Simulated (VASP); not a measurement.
# Si (C2/m) in VASP: further runs, part 2 of 2

VASP 6.6.1. The steps go on from the part before.

### Step 4. Relaxation of cell and atoms, PBE

This run uses another cell than the first one, of 18.56 Å³/atom.

INCAR

```
SYSTEM = Si
ALGO = Normal
EDIFF = 1E-6
EDIFFG = -0.04
ENCUT = 600
GGA = PE
IBRION = 2
ISIF = 3
ISMEAR = 0
LASPH = .True.
LCHARG = .False.
LREAL = .False.
LWAVE = .False.
NELM = 60
NSW = 90
PREC = Accurate
SIGMA = 0.1
```

KPOINTS

```
k-points
0
Gamma
  6 6 8
  0 0 0
```

POSCAR

```
Si
1.0
    1.8875234100     -2.0372729900      0.0000000000
    1.8875234100      2.0372729900      0.0000000000
   -1.3427065500      0.0000000000      2.4137923200
Si
1
Direct
    0.0000000000      0.0000000000      0.5000000000
```

Potentials or basis: VASP PAW PBE potentials, release 64 (Si).

Started as:

```bash
> cat potpaw_PBE.64/Si/POTCAR > POTCAR
> mpirun -np 1 vasp_std > vasp.out
```

OUTCAR:

```text
SYSTEM = Si
   EDIFF = 1E-6
   EDIFFG = -0.04
   ENCUT = 600
   GGA = PE
   IBRION = 2
   ISIF = 3
   ISMEAR = 0
   LASPH = .True.
   LREAL = .False.
   NELM = 60
   NSW = 90
   PREC = Accurate

 ion  position               nearest neighbor table
   1  0.000  0.000  0.500-

  LATTYP: Found a base centered monoclinic cell.
 ALAT       =     3.7750468200
 B/A-ratio  =     1.0793365418
 C/A-ratio  =     0.7316758178
 COS(beta)  =    -0.4861161655

  Lattice vectors:

 A1 = (   1.8875234100,  -2.0372729900,   0.0000000000)
 A2 = (   1.8875234100,   2.0372729900,   0.0000000000)
 A3 = (  -1.3427065500,   0.0000000000,   2.4137923200)

Analysis of symmetry for initial positions (statically):
=====================================================================
 Subroutine PRICEL returns:
 Original cell was already a primitive cell.

 Routine SETGRP: Setting up the symmetry group for a
 base centered monoclinic supercell.

 Subroutine GETGRP returns: Found  4 space group operations
 (whereof  4 operations were pure point group operations)
 out of a pool of  4 trial point group operations.

The static configuration has the point symmetry C_2h.

Analysis of symmetry for dynamics (positions and initial velocities):
=====================================================================
 Subroutine PRICEL returns:
 Original cell was already a primitive cell.

 Routine SETGRP: Setting up the symmetry group for a
 base centered monoclinic supercell.

 Subroutine GETGRP returns: Found  4 space group operations
 (whereof  4 operations were pure point group operations)
 out of a pool of  4 trial point group operations.

The dynamic configuration has the point symmetry C_2h.

 Subroutine INISYM returns: Found  4 space group operations
 (whereof  4 operations are pure point group operations),
 and found     1 'primitive' translations

----------------------------------------------------------------------------------------

                                     Primitive cell

  volume of cell :      18.5640

  direct lattice vectors                    reciprocal lattice vectors
     1.887523410 -2.037272990  0.000000000     0.264897377 -0.245426117  0.147352960
     1.887523410  2.037272990  0.000000000     0.264897377  0.245426117  0.147352960
    -1.342706550  0.000000000  2.413792320     0.000000000  0.000000000  0.414285849

  length of vectors
     2.777269497  2.777269497  2.762110469     0.390022428  0.390022428  0.414285849

  position of ions in fractional coordinates (direct lattice)
     0.000000000  0.000000000  0.500000000

  ion indices of the primitive-cell ions
   primitive index   ion index
                 1           1

----------------------------------------------------------------------------------------

 KPOINTS: k-points

Automatic generation of k-mesh.
 Grid dimensions read from file:
 generate k-points for:    6    6    8

 Generating k-lattice:

[... 41 lines left out ...]
 -0.166667  0.166667  0.125000      4.000000
 [... further k-points ...]
   k-points           NKPTS =     89   k-points in BZ     NKDIM =     89   number of bands    NBANDS=      6
   number of dos      NEDOS =    301   number of ions     NIONS =      1
   total plane-waves  NPLWV =  13824
   dimension x,y,z NGX =    24 NGY =   24 NGZ =   24
   dimension x,y,z NGXF=    48 NGYF=   48 NGZF=   48
   ions per type =               1
   NGX,Y,Z   is equivalent  to a cutoff of  14.37, 14.37, 14.45 a.u.
   NGXF,Y,Z  is equivalent  to a cutoff of  28.73, 28.73, 28.89 a.u.
 SYSTEM =  Si
   PREC   = accura    normal or accurate (medium, high low for compatibility)
   ISTART =      0    job   : 0-new  1-cont  2-samecut
   ICHARG =      2    charge: 1-file 2-atom 10-const
   ISPIN  =      1    spin polarized calculation?
   LNONCOLLINEAR =      F non collinear calculations
   LSORBIT =      F    spin-orbit coupling
   LASPH  =      T    aspherical Exc in radial PAW
   ENCUT  =  600.0 eV  44.10 Ry    6.64 a.u.   5.55  5.55  5.52*2*pi/ulx,y,z
   NELM   =     60;   NELMIN=  2; NELMDL= -5     # of ELM steps
   EDIFF  = 0.1E-05   stopping-criterion for ELM
   LREAL  =      F    real-space projection
   EDIFFG = -.4E-01   stopping-criterion for IOM
   NSW    =     90    number of steps for IOM
   IBRION =      2    ionic relax: 0-MD 1-quasi-New 2-CG
   NFREE  =      1    steps in history (QN), initial steepest desc. (CG)
   ISIF   =      3    stress and relaxation
   ISYM   =      2    0-nonsym 1-usesym 2-fastsym
   POTIM  = 0.5000    time-step for ionic-motion
   TEBEG  =    0.0;   TEEND  =   0.0 temperature during run
   PSTRESS=    0.0 pullay stress
   NELECT =       4.0000    total number of electrons
   NUPDOWN=      -1.0000    fix difference up-down
   EMIN   =  10.00;   EMAX   =-10.00  energy-range for DOS
   EFERMI =   0.00;   METHOD = LEGACY
   ISMEAR =     0;   SIGMA  =   0.10  broadening in eV -4-tet -1-fermi 0-gaus
   EFERMI_NEDOS =   21; number of points for ismear=-14 and -15
   IALGO  =     38    algorithm
   IMIX   =      4    mixing-type and parameters
     AMIX     =   0.40;   BMIX     =  1.00
     AMIX_MAG =   1.60;   BMIX_MAG =  1.00
  volume/ion in A,a.u.               =      18.56       125.28
  Fermi-wavevector in a.u.,A,eV,Ry     =   0.981456  1.854684 13.105902  0.963257
  Thomas-Fermi vector in A             =   2.112464
   LORBIT       =      0    0 simple, 1 ext, 2 COOP (PROOUT), +10 PAW based schemes
   GGA     = PE    functional components
   LHFCALC =     F    Hartree Fock is set to
   AEXX    =    0.0000 exact exchange contribution
   IVDW    =     0    specifies the selected vdW correction
   LEPSILON=     F    determine dielectric tensor
   LRPA    =     F    only Hartree local field effects (RPA)
 conjugate gradient relaxation of ions
 non-spin polarized calculation
 Gauss-broadening in eV      SIGMA  =   0.10
  energy-cutoff  :      600.00
  volume of cell :       18.56
 maximum number of plane-waves:       634
 NGX is ok and might be reduce to    24
   NGX = 11   NGY = 11   NGZ = 11

--------------------------------------- Ionic step        1  -------------------------------------------

 number of electron       4.0000000 magnetization

 Free energy of the ion-electron system (eV)
  ---------------------------------------------------
  ext. energy  EPLUGINS =         0.00000000
  ---------------------------------------------------
  free energy    TOTEN  =        -4.78530202 eV

  energy without entropy =       -4.78249977  energy(sigma->0) =       -4.78390089

------------------------ aborting loop because EDIFF is reached ----------------------------------------

  FORCE on cell =-STRESS in cart. coord.  units (eV):
  Direction    XX          YY          ZZ          XY          YZ          ZX
  --------------------------------------------------------------------------------------
  -------------------------------------------------------------------------------------
  Total       -1.4415433     -2.1983955     -0.5895640      0.0000000      0.0000000      0.1712416
  in kB     -124.4133006   -189.7339059    -50.8826880      0.0000000      0.0000000     14.7791094
  external PRESSURE =    -121.6766315 kB  Pullay stress =       0.0000000 kB
[... 267 lines left out ...]
--------------------------------------- Ionic step        9  -------------------------------------------

 number of electron       4.0000000 magnetization

 Free energy of the ion-electron system (eV)
  ---------------------------------------------------
  ext. energy  EPLUGINS =         0.00000000
  ---------------------------------------------------
  free energy    TOTEN  =        -5.02100365 eV

  energy without entropy =       -5.01978026  energy(sigma->0) =       -5.02039196

 E-fermi :   9.6810     XC(G=0): -11.0234

 val. band max:        9.6572901564   @ k =  -0.3333   0.3333   0.3750
 cond. band min:      10.0122412157   @ k =  -0.3333   0.1667   0.1250
 fundamental gap:      0.3549510593
 Fermi energy:         9.6809672531

 k-point     1 :       0.0000    0.0000    0.0000
  band No.  band energies     occupation
      1      -4.4845      2.00000
      2      18.0744      0.00000
      3      18.4932      0.00000
      4      19.4280      0.00000
      5      20.0279      0.00000
      6      20.5256      0.00000
[... 199 lines left out ...]
 k-point    24 :      -0.1667    0.1667    0.1250
  band No.  band energies     occupation
      1      -2.8116      2.00000
      2      12.1382      0.00000
      3      15.3011      0.00000
      4      16.9485      0.00000
      5      19.4969      0.00000
      6      24.2765      0.00000

 [... further k-points ...]

------------------------ aborting loop because EDIFF is reached ----------------------------------------

  FORCE on cell =-STRESS in cart. coord.  units (eV):
  Direction    XX          YY          ZZ          XY          YZ          ZX
  --------------------------------------------------------------------------------------
  -------------------------------------------------------------------------------------
  Total       -0.0371638      0.0028054      0.0221104      0.0000000      0.0000000     -0.0222684
  in kB       -3.9785800      0.3003330      2.3670394      0.0000000      0.0000000     -2.3839524
  external PRESSURE =      -0.4370692 kB  Pullay stress =       0.0000000 kB
[... 16 lines left out ...]
  FREE ENERGIE OF THE ION-ELECTRON SYSTEM (eV)
  ---------------------------------------------------
  free  energy   TOTEN  =        -5.0210036514 eV

  energy  without entropy=       -5.0197802624  energy(sigma->0) =       -5.02039196

 reached required accuracy - stopping structural energy minimisation
```

CONTCAR:

```text
Si
   1.00000000000000
     1.8039603412917096   -1.7816201780381975   -0.0019366890565085
     1.8039603412917096    1.7816201780381975   -0.0019366890565085
    -1.2865401832518153    0.0000000000000000    2.3296351253184691
  Si
     1
Direct
     0.0000000000000000    0.0000000000000000    0.5000000000000000

  0.00000000E+00  0.00000000E+00  0.00000000E+00
```

Wall time 23 s (1 thread of AMD EPYC 9R45 (Zen 5), shared host); peak memory 0.11 GiB.

Results:

```
Free energy                           : -5.0210 eV
Relaxed volume                        : 14.97 Å³/atom
Relaxed cell                          : a = 2.535 Å, b = 2.535 Å, c = 2.661 Å, α = 110.16°, β = 110.16°, γ = 89.29°
Space group after relaxing (to 0.1 Å) : C2/m (No. 12)
Energy gained by relaxing             : 235.7 meV/atom
Ionic steps                           : 9
Pressure after relaxing               : 0.0 GPa
Band gap on the k mesh                : zero (bands 2 and 3 overlap by 11.90 eV)
```

Stress tensor (GPa, compression positive):
```
-0.40  0.00 -0.24
 0.00  0.03  0.00
-0.24  0.00  0.24
```

The path:
| step | energy change (eV) | largest force (eV/Å) | pressure (GPa) | volume (Å³) |
| --- | --- | --- | --- | --- |
| 1 | 0.0000 | 0.0000 | -12.17 | 18.56 |
| 2 | -0.2187 | 0.0000 | 0.24 | 15.00 |
| 3 | -0.2189 | 0.0000 | 0.66 | 14.94 |
| 4 | -0.2323 | 0.0000 | 0.70 | 14.90 |
| 5 | -0.2324 | 0.0000 | 0.69 | 14.90 |
| 6 | -0.2354 | 0.0000 | -0.37 | 15.03 |
| 7 | -0.2354 | 0.0000 | -0.30 | 15.02 |
| 8 | -0.2354 | 0.0000 | -0.28 | 15.02 |
| 9 | -0.2357 | 0.0000 | -0.04 | 14.97 |

Final structure:
```yaml
crystal:
  lattice:
    - [1.80396, -1.78162, -0.00194]
    - [1.80396, 1.78162, -0.00194]
    - [-1.28654, 0.00000, 2.32964]
  atoms:
    - { symbol: Si, position: [0.00000, 0.00000, 0.50000] }
```

Caveat: the k points lie up to 0.44 Å⁻¹ apart in the final cell, too coarse for converged energies and pressures of a metal; the volume moved by over 15 % at a fixed basis, so the end points are rough.

### Step 5. The runs side by side

| task | cell | cutoff (eV) | gap on the mesh (eV) | pressure (GPa) |
| --- | --- | --- | --- | --- |
| single point | a = 2.535, b = 2.535, c = 2.667 Å, angles 110.2, 110.2, 89.4°, 1 atom | 520 | none | -0.1 |
| single point | a = 2.777, b = 2.777, c = 2.762 Å, angles 109.3, 109.3, 94.4°, 1 atom | 520 | none | -12.2 |
| relaxation of cell and atoms | relaxed from a = 2.777, b = 2.777, c = 2.762 Å, angles 109.3, 109.3, 94.4°, 1 atom | 600 | none | 0.0 |

Alike in all rows: level PBE; potentials or basis VASP PAW PBE potentials, release 64 (Si); no spin polarisation; k mesh 6 × 6 × 8; smearing gaussian 0.1 eV.

Caveats: all runs use coarse meshes; the volume moved by over 15 % at a fixed basis, so the end points are rough (at least some runs).

Absolute energies hang on the potentials; compare differences alone.
